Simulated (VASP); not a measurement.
# BaZrO3 (Pm-3m) in VASP: single point with PBE

Aim: the single point of BaZrO3 with PBE.

Everything below comes from runs of VASP 6.6.1. Logs are shortened: lines on timing, memory, paths and dates and some standing lists are left out, and cuts for length are marked.

**1. The cell of the first run**

It takes space group Pm-3m (No. 221, cubic). Conventional cell: a = 4.181 Å, b = 4.181 Å, c = 4.181 Å, α = 90.00°, β = 90.00°, γ = 90.00°. Within 3.9 Å of Ba (site symmetry m-3m) lie 12 O at 2.96 Å and 8 Zr at 3.62 Å. Zr (site symmetry m-3m) has 6 O at 2.09 Å within 2.8 Å. O (site symmetry 4/mmm) has 2 Zr at 2.09 Å within 2.8 Å.

**2. Single point, PBE**

Contents of INCAR:

```
PREC     = Accurate       # precision mode
ENCUT    = 520            # plane-wave cutoff, eV
EDIFF    = 1E-7           # SCF threshold, eV
ISMEAR   = 0              # smearing method
SIGMA    = 0.05           # smearing width, eV
LREAL    = F              # projectors in reciprocal space
LASPH    = T              # aspherical terms in the spheres
NELM     = 60             # most SCF steps
ALGO     = Normal         # electronic algorithm
ISIF     = 2              # what is computed and relaxed
LWAVE    = F              # write WAVECAR
LCHARG   = F              # write CHGCAR
GGA      = PE             # functional
NBANDS   = 28             # bands
```

Contents of KPOINTS:

```
Automatic mesh
0
Gamma
  6 6 6
```

Contents of POSCAR:

```
BaZrO3
1.0
    4.1815000000      0.0000000000      0.0000000000
    0.0000000000      4.1815000000      0.0000000000
    0.0000000000      0.0000000000      4.1815000000
Ba Zr O
1 1 3
Direct
    0.5000000000      0.5000000000      0.5000000000
    0.0000000000      0.0000000000      0.0000000000
    0.5000000000      0.0000000000      0.0000000000
    0.0000000000      0.5000000000      0.0000000000
    0.0000000000      0.0000000000      0.5000000000
```

Potentials or basis: VASP PAW PBE potentials, release 64 (Ba_sv, Zr_sv, O).

Run with:

```
> cat potpaw_PBE.64/Ba_sv/POTCAR potpaw_PBE.64/Zr_sv/POTCAR potpaw_PBE.64/O/POTCAR > POTCAR
> mpirun -np 1 vasp_std > vasp.out
```

OUTCAR:

```text
PREC = Accurate
   ENCUT = 520
   EDIFF = 1E-7
   ISMEAR = 0
   LREAL = F
   LASPH = T
   NELM = 60
   ISIF = 2
   GGA = PE

 ion  position               nearest neighbor table
   1  0.500  0.500  0.500-   3 2.96   4 2.96   5 2.96   3 2.96   4 2.96   3 2.96   5 2.96   3 2.96
                             4 2.96   5 2.96   4 2.96   5 2.96   2 3.62   2 3.62   2 3.62   2 3.62
   2  0.000  0.000  0.000-   3 2.09   4 2.09   5 2.09   5 2.09   4 2.09   3 2.09   1 3.62   1 3.62
                             1 3.62   1 3.62   1 3.62   1 3.62   1 3.62   1 3.62
   3  0.500  0.000  0.000-   2 2.09   2 2.09   1 2.96   1 2.96   1 2.96   1 2.96
   4  0.000  0.500  0.000-   2 2.09   2 2.09   1 2.96   1 2.96   1 2.96   1 2.96
   5  0.000  0.000  0.500-   2 2.09   2 2.09   1 2.96   1 2.96   1 2.96   1 2.96

  LATTYP: Found a simple cubic cell.
 ALAT       =     4.1815000000

  Lattice vectors:

 A1 = (   4.1815000000,   0.0000000000,   0.0000000000)
 A2 = (   0.0000000000,   4.1815000000,   0.0000000000)
 A3 = (   0.0000000000,   0.0000000000,   4.1815000000)

Analysis of symmetry for initial positions (statically):
=====================================================================
 Subroutine PRICEL returns:
 Original cell was already a primitive cell.

 Routine SETGRP: Setting up the symmetry group for a
 simple cubic supercell.

 Subroutine GETGRP returns: Found 48 space group operations
 (whereof 48 operations were pure point group operations)
 out of a pool of 48 trial point group operations.

The static configuration has the point symmetry O_h .

Analysis of symmetry for dynamics (positions and initial velocities):
=====================================================================
 Subroutine PRICEL returns:
 Original cell was already a primitive cell.

 Routine SETGRP: Setting up the symmetry group for a
 simple cubic supercell.

 Subroutine GETGRP returns: Found 48 space group operations
 (whereof 48 operations were pure point group operations)
 out of a pool of 48 trial point group operations.

The dynamic configuration has the point symmetry O_h .

 Subroutine INISYM returns: Found 48 space group operations
 (whereof 48 operations are pure point group operations),
 and found     1 'primitive' translations

----------------------------------------------------------------------------------------

                                     Primitive cell

  volume of cell :      73.1133

  direct lattice vectors                    reciprocal lattice vectors
     4.181500000  0.000000000  0.000000000     0.239148631  0.000000000  0.000000000
     0.000000000  4.181500000  0.000000000     0.000000000  0.239148631  0.000000000
     0.000000000  0.000000000  4.181500000     0.000000000  0.000000000  0.239148631

  length of vectors
     4.181500000  4.181500000  4.181500000     0.239148631  0.239148631  0.239148631

  position of ions in fractional coordinates (direct lattice)
     0.500000000  0.500000000  0.500000000
     0.000000000  0.000000000  0.000000000
     0.500000000  0.000000000  0.000000000
     0.000000000  0.500000000  0.000000000
     0.000000000  0.000000000  0.500000000

  ion indices of the primitive-cell ions
   primitive index   ion index
                 1           1
                 2           2
                 3           3
                 4           4
                 5           5

----------------------------------------------------------------------------------------

 KPOINTS: Automatic mesh

Automatic generation of k-mesh.
 Grid dimensions read from file:
 generate k-points for:    6    6    6

 Generating k-lattice:

  Cartesian coordinates                     Fractional coordinates (reciprocal lattice)
     0.039858105  0.000000000  0.000000000     0.166666667  0.000000000  0.000000000
     0.000000000  0.039858105  0.000000000     0.000000000  0.166666667  0.000000000
     0.000000000  0.000000000  0.039858105     0.000000000  0.000000000  0.166666667

  Length of vectors
     0.039858105  0.039858105  0.039858105

  Shift w.r.t. Gamma in fractional coordinates (k-lattice)
     0.000000000  0.000000000  0.000000000

 Subroutine IBZKPT returns following result:
 ===========================================

 Found     20 irreducible k-points:

 Following reciprocal coordinates:
            Coordinates               Weight
  0.000000  0.000000  0.000000      1.000000
  0.166667  0.000000  0.000000      6.000000
  0.333333  0.000000  0.000000      6.000000
  0.500000  0.000000  0.000000      3.000000
  0.166667  0.166667  0.000000     12.000000
  0.333333  0.166667  0.000000     24.000000
[... 12 lines left out ...]
  0.500000  0.500000  0.333333      6.000000
  0.500000  0.500000  0.500000      1.000000
   k-points           NKPTS =     20   k-points in BZ     NKDIM =     20   number of bands    NBANDS=     28
   number of dos      NEDOS =    301   number of ions     NIONS =      5
   total plane-waves  NPLWV =  32768
   dimension x,y,z NGX =    32 NGY =   32 NGZ =   32
   dimension x,y,z NGXF=    64 NGYF=   64 NGZF=   64
   ions per type =               1   1   3
   NGX,Y,Z   is equivalent  to a cutoff of  12.72, 12.72, 12.72 a.u.
   NGXF,Y,Z  is equivalent  to a cutoff of  25.44, 25.44, 25.44 a.u.
 SYSTEM =  unknown system
   PREC   = accura    normal or accurate (medium, high low for compatibility)
   ISTART =      0    job   : 0-new  1-cont  2-samecut
   ICHARG =      2    charge: 1-file 2-atom 10-const
   ISPIN  =      1    spin polarized calculation?
   LNONCOLLINEAR =      F non collinear calculations
   LSORBIT =      F    spin-orbit coupling
   LASPH  =      T    aspherical Exc in radial PAW
   ENCUT  =  520.0 eV  38.22 Ry    6.18 a.u.   7.77  7.77  7.77*2*pi/ulx,y,z
   NELM   =     60;   NELMIN=  2; NELMDL= -5     # of ELM steps
   EDIFF  = 0.1E-06   stopping-criterion for ELM
   LREAL  =      F    real-space projection
   EDIFFG = 0.1E-05   stopping-criterion for IOM
   NSW    =      0    number of steps for IOM
   IBRION =     -1    ionic relax: 0-MD 1-quasi-New 2-CG
   NFREE  =      0    steps in history (QN), initial steepest desc. (CG)
   ISIF   =      2    stress and relaxation
   ISYM   =      2    0-nonsym 1-usesym 2-fastsym
   POTIM  = 0.5000    time-step for ionic-motion
   TEBEG  =    0.0;   TEEND  =   0.0 temperature during run
   PSTRESS=    0.0 pullay stress
   NELECT =      40.0000    total number of electrons
   NUPDOWN=      -1.0000    fix difference up-down
   EMIN   =  10.00;   EMAX   =-10.00  energy-range for DOS
   EFERMI =   0.00;   METHOD = LEGACY
   ISMEAR =     0;   SIGMA  =   0.05  broadening in eV -4-tet -1-fermi 0-gaus
   EFERMI_NEDOS =   21; number of points for ismear=-14 and -15
   IALGO  =     38    algorithm
   IMIX   =      4    mixing-type and parameters
     AMIX     =   0.40;   BMIX     =  1.00
     AMIX_MAG =   1.60;   BMIX_MAG =  1.00
  volume/ion in A,a.u.               =      14.62        98.68
  Fermi-wavevector in a.u.,A,eV,Ry     =   1.338945  2.530239 24.392166  1.792774
  Thomas-Fermi vector in A             =   2.467376
   LORBIT       =      0    0 simple, 1 ext, 2 COOP (PROOUT), +10 PAW based schemes
   GGA     = PE    functional components
   LHFCALC =     F    Hartree Fock is set to
   AEXX    =    0.0000 exact exchange contribution
   IVDW    =     0    specifies the selected vdW correction
   LEPSILON=     F    determine dielectric tensor
   LRPA    =     F    only Hartree local field effects (RPA)
 non-spin polarized calculation
 Gauss-broadening in eV      SIGMA  =   0.05
  energy-cutoff  :      520.00
  volume of cell :       73.11
 maximum number of plane-waves:      1984
 NGX is ok and might be reduce to    32
   NGX = 15   NGY = 15   NGZ = 15

 number of electron      40.0000004 magnetization

 Free energy of the ion-electron system (eV)
  ---------------------------------------------------
  ext. energy  EPLUGINS =         0.00000000
  ---------------------------------------------------
  free energy    TOTEN  =       -41.66711934 eV

  energy without entropy =      -41.66711934  energy(sigma->0) =      -41.66711934

 E-fermi :   4.0590     XC(G=0): -10.8070

 val. band max:        3.8398188753   @ k =   0.5000   0.5000   0.5000
 cond. band min:       7.0445113262   @ k =   0.0000   0.0000   0.0000
 fundamental gap:      3.2046924510
 Fermi energy:         4.0589993897

 k-point     1 :       0.0000    0.0000    0.0000
  band No.  band energies     occupation
      1     -43.1351      2.00000
      2     -21.4544      2.00000
      3     -21.3060      2.00000
      4     -21.3060      2.00000
      5     -21.3060      2.00000
      6     -12.5441      2.00000
[... 20 lines left out ...]
     27      11.3624      0.00000
     28      11.3624      0.00000

 k-point     2 :       0.1667    0.0000    0.0000
  band No.  band energies     occupation
      1     -43.1342      2.00000
      2     -21.5317      2.00000
      3     -21.3042      2.00000
      4     -21.3042      2.00000
      5     -21.2793      2.00000
      6     -12.5529      2.00000
[... 20 lines left out ...]
     27      11.3636      0.00000
     28      12.0704      0.00000

 k-point     3 :       0.3333    0.0000    0.0000
  band No.  band energies     occupation
      1     -43.1324      2.00000
      2     -21.6645      2.00000
      3     -21.3006      2.00000
      4     -21.3006      2.00000
      5     -21.2417      2.00000
      6     -12.6626      2.00000
[... 20 lines left out ...]
     27      11.4717      0.00000
     28      11.7664      0.00000

 k-point     4 :       0.5000    0.0000    0.0000
  band No.  band energies     occupation
      1     -43.1316      2.00000
      2     -21.7260      2.00000
      3     -21.2988      2.00000
      4     -21.2988      2.00000
      5     -21.2252      2.00000
      6     -12.7243      2.00000
[... 20 lines left out ...]
     27      11.3465      0.00000
     28      12.4032      0.00000

 k-point     5 :       0.1667    0.1667    0.0000
  band No.  band energies     occupation
      1     -43.1333      2.00000
      2     -21.5494      2.00000
      3     -21.3715      2.00000
      4     -21.3025      2.00000
      5     -21.2454      2.00000
      6     -12.5030      2.00000
[... 20 lines left out ...]
     27      11.8046      0.00000
     28      12.0019      0.00000

 k-point     6 :       0.3333    0.1667    0.0000
  band No.  band energies     occupation
      1     -43.1316      2.00000
      2     -21.6387      2.00000
      3     -21.3828      2.00000
      4     -21.2989      2.00000
      5     -21.2417      2.00000
      6     -12.5480      2.00000
[... 339 lines left out ...]
      5     -21.3047      2.00000
      6     -11.7529      2.00000
[... 20 lines left out ...]
     27      12.1730      0.00000
     28      12.1730      0.00000

 k-point    18 :       0.5000    0.3333    0.3333
  band No.  band energies     occupation
      1     -43.1264      2.00000
      2     -21.5681      2.00000
      3     -21.4903      2.00000
      4     -21.4882      2.00000
      5     -21.3233      2.00000
      6     -11.6938      2.00000
[... 20 lines left out ...]
     27      12.1401      0.00000
     28      12.8287      0.00000

 k-point    19 :       0.5000    0.5000    0.3333
  band No.  band energies     occupation
      1     -43.1255      2.00000
      2     -21.5507      2.00000
      3     -21.5507      2.00000
      4     -21.4869      2.00000
      5     -21.3296      2.00000
      6     -11.5968      2.00000
[... 20 lines left out ...]
     27      12.4014      0.00000
     28      13.1542      0.00000

 k-point    20 :       0.5000    0.5000    0.5000
  band No.  band energies     occupation
      1     -43.1246      2.00000
      2     -21.5481      2.00000
      3     -21.5481      2.00000
      4     -21.5481      2.00000
      5     -21.3202      2.00000
      6     -11.3058      2.00000
[... 20 lines left out ...]
     27      13.0307      0.00000
     28      13.0307      0.00000

------------------------ aborting loop because EDIFF is reached ----------------------------------------

  FORCE on cell =-STRESS in cart. coord.  units (eV):
  Direction    XX          YY          ZZ          XY          YZ          ZX
  --------------------------------------------------------------------------------------
  -------------------------------------------------------------------------------------
  Total        2.8879188      2.8879188      2.8879188     -0.0000000      0.0000000     -0.0000000
  in kB       63.2847779     63.2847779     63.2847779     -0.0000000      0.0000000     -0.0000000
  external PRESSURE =      63.2847779 kB  Pullay stress =       0.0000000 kB

 VOLUME and BASIS-vectors are now :
 -----------------------------------------------------------------------------
  energy-cutoff  :      520.00
  volume of cell :       73.11
      direct lattice vectors                 reciprocal lattice vectors
     4.181500000  0.000000000  0.000000000     0.239148631  0.000000000  0.000000000
     0.000000000  4.181500000  0.000000000     0.000000000  0.239148631  0.000000000
     0.000000000  0.000000000  4.181500000     0.000000000  0.000000000  0.239148631

 POSITION                                       TOTAL-FORCE (eV/Angst)
 -----------------------------------------------------------------------------------
      2.09075      2.09075      2.09075         0.000000      0.000000      0.000000
      0.00000      0.00000      0.00000         0.000000      0.000000      0.000000
      2.09075      0.00000      0.00000         0.000000      0.000000      0.000000
      0.00000      2.09075      0.00000         0.000000      0.000000      0.000000
      0.00000      0.00000      2.09075         0.000000      0.000000      0.000000
 -----------------------------------------------------------------------------------
    total drift:                                0.000000      0.000000     -0.000000

  FREE ENERGIE OF THE ION-ELECTRON SYSTEM (eV)
  ---------------------------------------------------
  free  energy   TOTEN  =       -41.6671193414 eV

  energy  without entropy=      -41.6671193414  energy(sigma->0) =      -41.66711934
```

Wall time 27 s (1 thread of AMD EPYC 9R14 (Zen 4), shared host); peak memory 0.16 GiB.

What came out:

- Free energy: -41.6671 eV
- Pressure: 6.3 GPa
- Band gap on the k mesh: 3.20 eV, indirect (least direct gap 3.42 eV)

Caveat: spin-orbit coupling is left out, which moves the levels of the heavy elements. A hybrid or GW would open this gap; PBE tends to underestimate it.
